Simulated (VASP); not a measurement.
# H15C2NO6 in VASP: single point with PBE+D3(BJ)

Aim: the single point of H15C2NO6 with PBE+D3(BJ).

All numbers are computed with VASP 6.6.1; they aren't measurements. Logs are shortened: lines on timing, memory, paths and dates and some standing lists are left out, and cuts for length are marked.

## 1. The cell of the first run

The cell holds a disordered packing, 24 atoms: a = 7.028 Å, b = 7.028 Å, c = 7.028 Å, α = 90.00°, β = 90.00°, γ = 90.00°.

## 2. Single point, PBE+D3(BJ)

INCAR reads:

```
SYSTEM = H15C2NO6
PREC = Accurate
ENCUT = 1000
EDIFF = 1E-6
ISMEAR = -1
SIGMA = 0.05
LREAL = Auto
LASPH = .TRUE.
NELM = 120
ALGO = Normal
ISIF = 2
LWAVE = .FALSE.
LCHARG = .TRUE.
GGA = PE
IVDW = 12
LELF = .TRUE.
LVHAR = .TRUE.
NBANDS = 50
GGA_COMPAT = .FALSE.
```

KPOINTS reads:

```
regular mesh
0
G
  1 1 1
  0 0 0
```

POSCAR reads:

```
H15C2NO6
1.0
    7.0277810000      0.0000000000      0.0000000000
    0.0000000000      7.0277810000      0.0000000000
    0.0000000000      0.0000000000      7.0277810000
O H C N
6 15 2 1
Direct
    0.1110925730      0.5646269958      0.7165377051
    1.0112303916      0.5773053887      0.3362838295
    0.2089296953      0.1778146308      0.4843372056
    0.4491332527      0.0806978750      0.8017918004
    0.0761933461      0.8135125726      1.0160014929
    0.6273919430      0.4741204256      0.2237744898
    0.0696925992      0.5827389320      0.5826894667
    0.1162612442      0.4276494050      0.7335075178
    1.0547806656      0.6658281736      0.2354530136
    0.8814684727      0.5426964711      0.2968959324
    0.1956901993      0.2958115475      0.4119634523
    0.2565955583      0.0836286407      0.3942612707
    0.3755998308      0.1241902289      0.6904834473
    0.4992169174     -0.0417868270      0.7597654920
    0.1914943312      0.8890698746      0.9973345623
    0.0783774246      0.7226649026      0.9070996522
    0.6054511801      0.4470826929      0.0898541304
    0.5514443721      0.5894896380      0.2498394287
    0.8441560635      0.0324453552      0.4475242191
    0.8627451803      0.0256382085      0.1939044301
    0.7222739362      0.2078008142      0.3073080320
    0.7675469132      0.0575279272      0.3137509950
    0.6020741423     -0.0622612815      0.3027750138
    0.4672399670     -0.1584790919      0.2941218204
```

Potentials or basis: VASP PAW PBE potentials, release 64 (O_h, H_h, C_h, N_h).

Command:

```sh
> cat potpaw_PBE.64/O_h/POTCAR potpaw_PBE.64/H_h/POTCAR potpaw_PBE.64/C_h/POTCAR potpaw_PBE.64/N_h/POTCAR > POTCAR
> mpirun -np 1 vasp_gam > vasp.out
```

OUTCAR:

```text
SYSTEM = H15C2NO6
   PREC = Accurate
   ENCUT = 1000
   EDIFF = 1E-6
   ISMEAR = -1
   LREAL = Auto
   LASPH = .TRUE.
   NELM = 120
   ISIF = 2
   GGA = PE
   IVDW = 12
 IVDW          = 12

 ion  position               nearest neighbor table
   1  0.111  0.565  0.717-   8 0.97   7 0.99
   2  0.011  0.577  0.336-  10 0.98   9 0.99
   3  0.209  0.178  0.484-  12 0.98  11 0.98
   4  0.449  0.081  0.802-  14 0.98  13 0.99
   5  0.076  0.814  0.016-  15 0.98  16 1.00
   6  0.627  0.474  0.224-  17 0.97  18 0.99
   7  0.070  0.583  0.583-   1 0.99
   8  0.116  0.428  0.734-   1 0.97
   9  0.055  0.666  0.235-   2 0.99
  10  0.881  0.543  0.297-   2 0.98
  11  0.196  0.296  0.412-   3 0.98
  12  0.257  0.084  0.394-   3 0.98
  13  0.376  0.124  0.690-   4 0.99
  14  0.499  0.958  0.760-   4 0.98
  15  0.191  0.889  0.997-   5 0.98
  16  0.078  0.723  0.907-   5 1.00
  17  0.605  0.447  0.090-   6 0.97
  18  0.551  0.589  0.250-   6 0.99
  19  0.844  0.032  0.448-  22 1.10
  20  0.863  0.026  0.194-  22 1.10
  21  0.722  0.208  0.307-  22 1.10
  22  0.768  0.058  0.314-  19 1.10  20 1.10  21 1.10  23 1.44
  23  0.602  0.938  0.303-  24 1.17  22 1.44
  24  0.467  0.842  0.294-  23 1.17

  LATTYP: Found a simple cubic cell.
 ALAT       =     7.0277810000

  Lattice vectors:

 A1 = (   7.0277810000,   0.0000000000,   0.0000000000)
 A2 = (   0.0000000000,   7.0277810000,   0.0000000000)
 A3 = (   0.0000000000,   0.0000000000,   7.0277810000)

Analysis of symmetry for initial positions (statically):
=====================================================================
 Subroutine PRICEL returns:
 Original cell was already a primitive cell.

 Routine SETGRP: Setting up the symmetry group for a
 simple cubic supercell.

 Subroutine GETGRP returns: Found  1 space group operations
 (whereof  1 operations were pure point group operations)
 out of a pool of 48 trial point group operations.

The static configuration has the point symmetry C_1 .

Analysis of symmetry for dynamics (positions and initial velocities):
=====================================================================
 Subroutine PRICEL returns:
 Original cell was already a primitive cell.

 Routine SETGRP: Setting up the symmetry group for a
 simple cubic supercell.

[... 124 lines left out ...]
   EDIFF  = 0.1E-05   stopping-criterion for ELM
   LREAL  =      T    real-space projection
   EDIFFG = 0.1E-04   stopping-criterion for IOM
   NSW    =      0    number of steps for IOM
   IBRION =     -1    ionic relax: 0-MD 1-quasi-New 2-CG
   NFREE  =      0    steps in history (QN), initial steepest desc. (CG)
   ISIF   =      2    stress and relaxation
   ISYM   =      2    0-nonsym 1-usesym 2-fastsym
   POTIM  = 0.5000    time-step for ionic-motion
   TEBEG  =    0.0;   TEEND  =   0.0 temperature during run
   PSTRESS=    0.0 pullay stress
   NELECT =      64.0000    total number of electrons
   NUPDOWN=      -1.0000    fix difference up-down
   EMIN   =  10.00;   EMAX   =-10.00  energy-range for DOS
   EFERMI =   0.00;   METHOD = LEGACY
   ISMEAR =    -1;   SIGMA  =   0.05  broadening in eV -4-tet -1-fermi 0-gaus
   EFERMI_NEDOS =   21; number of points for ismear=-14 and -15
   IALGO  =     38    algorithm
   IMIX   =      4    mixing-type and parameters
     AMIX     =   0.40;   BMIX     =  1.00
     AMIX_MAG =   1.60;   BMIX_MAG =  1.00
  volume/ion in A,a.u.               =      14.46        97.60
  Fermi-wavevector in a.u.,A,eV,Ry     =   0.931787  1.760822 11.812943  0.868227
  Thomas-Fermi vector in A             =   2.058317
   LORBIT       =      0    0 simple, 1 ext, 2 COOP (PROOUT), +10 PAW based schemes
   GGA     = PE    functional components
   LHFCALC =     F    Hartree Fock is set to
   AEXX    =    0.0000 exact exchange contribution
   IVDW    =    12    specifies the selected vdW correction
   LEPSILON=     F    determine dielectric tensor
   LRPA    =     F    only Hartree local field effects (RPA)
 non-spin polarized calculation
  energy-cutoff  :     1000.00
  volume of cell :      347.10
 maximum number of plane-waves:     12443
   NGX = 37   NGY = 37   NGZ = 37

 number of electron      64.0000000 magnetization

 Free energy of the ion-electron system (eV)
  ---------------------------------------------------
  ext. energy  EPLUGINS =         0.00000000
  ---------------------------------------------------
  free energy    TOTEN  =      -124.93864929 eV

  energy without entropy =     -124.93864929  energy(sigma->0) =     -124.93864929

 E-fermi :  -3.1782     XC(G=0):  -5.6573

 val. band max:       -4.3796949593   @ k =   0.0000   0.0000   0.0000
 cond. band min:       0.5076748459   @ k =   0.0000   0.0000   0.0000
 fundamental gap:      4.8873698052
 Fermi energy:        -3.1781854731

 k-point     1 :       0.0000    0.0000    0.0000
  band No.  band energies     occupation
      1     -22.9746      2.00000
      2     -22.9424      2.00000
      3     -22.5416      2.00000
      4     -22.2300      2.00000
      5     -22.1113      2.00000
      6     -22.0324      2.00000
[... 36 lines left out ...]
     43       5.2320      0.00000
     44       5.5828      0.00000
 [bands above 44 left out]

------------------------ aborting loop because EDIFF is reached ----------------------------------------

 Edisp (eV)   -0.67461

 E8    (eV) :    -0.1460

  FORCE on cell =-STRESS in cart. coord.  units (eV):
  Direction    XX          YY          ZZ          XY          YZ          ZX
  --------------------------------------------------------------------------------------
  -------------------------------------------------------------------------------------
  Total      -1.30979    -1.57238    -1.66000     0.21487     0.06405    -0.05575
  in kB      -6.04587    -7.25796    -7.66240     0.99182     0.29564    -0.25732
  external pressure =       -6.99 kB  Pullay stress =        0.00 kB

 VOLUME and BASIS-vectors are now :
 -----------------------------------------------------------------------------
  energy-cutoff  :     1000.00
  volume of cell :      347.10
      direct lattice vectors                 reciprocal lattice vectors
     7.027781000  0.000000000  0.000000000     0.142292425  0.000000000  0.000000000
     0.000000000  7.027781000  0.000000000     0.000000000  0.142292425  0.000000000
     0.000000000  0.000000000  7.027781000     0.000000000  0.000000000  0.142292425

 POSITION                                       TOTAL-FORCE (eV/Angst)
 -----------------------------------------------------------------------------------
      0.78073      3.96807      5.03567        -0.033002     -0.048097     -0.060797
      0.07892      4.05718      2.36333         0.001514     -0.012862     -0.085655
      1.46831      1.24964      3.40382         0.034055      0.034692     -0.056500
      3.15641      0.56713      5.63482        -0.027566     -0.245801     -0.166297
      0.53547      5.71719      0.11245         0.160971     -0.012729     -0.104868
      4.40917      3.33201      1.57264        -0.005379      0.012880     -0.048967
[... 16 lines left out ...]
      4.23125      6.59022      2.12784         0.039061     -0.007141      0.025021
      3.28366      5.91402      2.06702         0.035978      0.033699      0.000754
 -----------------------------------------------------------------------------------
    total drift:                               -0.000092      0.002210     -0.004654

  FREE ENERGIE OF THE ION-ELECTRON SYSTEM (eV)
  ---------------------------------------------------
  free  energy   TOTEN  =      -125.6132549334 eV

  energy  without entropy=     -125.6132549333  energy(sigma->0) =     -125.61325493
```

stdout:

```text
POSCAR found type information on POSCAR O H C N
 POSCAR found :  4 types and      24 ions
 scaLAPACK will be used
 LDA part: xc-table for (Slater+PW92), standard interpolation
 POSCAR, INCAR and KPOINTS ok, starting setup
 FFT: planning ... GRIDC
 FFT: planning ... GRID_SOFT
 FFT: planning ... GRID
 WAVECAR not read
 entering main loop
```

Wall time 94 s (1 thread of Intel Xeon Platinum 8259CL at 2.50GHz (Skylake/Cascade Lake), shared host); peak memory 0.82 GiB.

What came out:

| Property | Result |
| --- | --- |
| Free energy | -125.6133 eV |
| Pressure | -0.7 GPa |
| Largest force | 0.298 eV/Å |
| Dispersion energy per atom | -0.028 eV |

Forces on the atoms (eV/Å):
```
O   -0.033 -0.048 -0.061
O    0.002 -0.013 -0.086
O    0.034  0.035 -0.057
O   -0.028 -0.246 -0.166
O    0.161 -0.013 -0.105
O   -0.005  0.013 -0.049
H    0.020  0.018  0.026
H    0.009  0.068  0.009
H    0.018 -0.047  0.033
H    0.022 -0.025  0.029
H   -0.019 -0.019  0.003
H   -0.029  0.032  0.016
H   -0.017  0.042  0.117
H   -0.062  0.215  0.141
H   -0.128 -0.112  0.029
H    0.006  0.122  0.089
H    0.003 -0.004  0.036
H    0.002 -0.024  0.002
H    0.017  0.011 -0.003
H    0.015 -0.017 -0.023
H   -0.006  0.014 -0.009
C   -0.057 -0.029  0.004
C    0.039 -0.007  0.025
N    0.036  0.034  0.001
```

Stress tensor (GPa, compression positive):
```
-0.60  0.10 -0.03
 0.10 -0.73  0.03
-0.03  0.03 -0.77
```

Caveat: the k points lie up to 0.89 Å⁻¹ apart, too coarse for converged energies, forces and pressures.
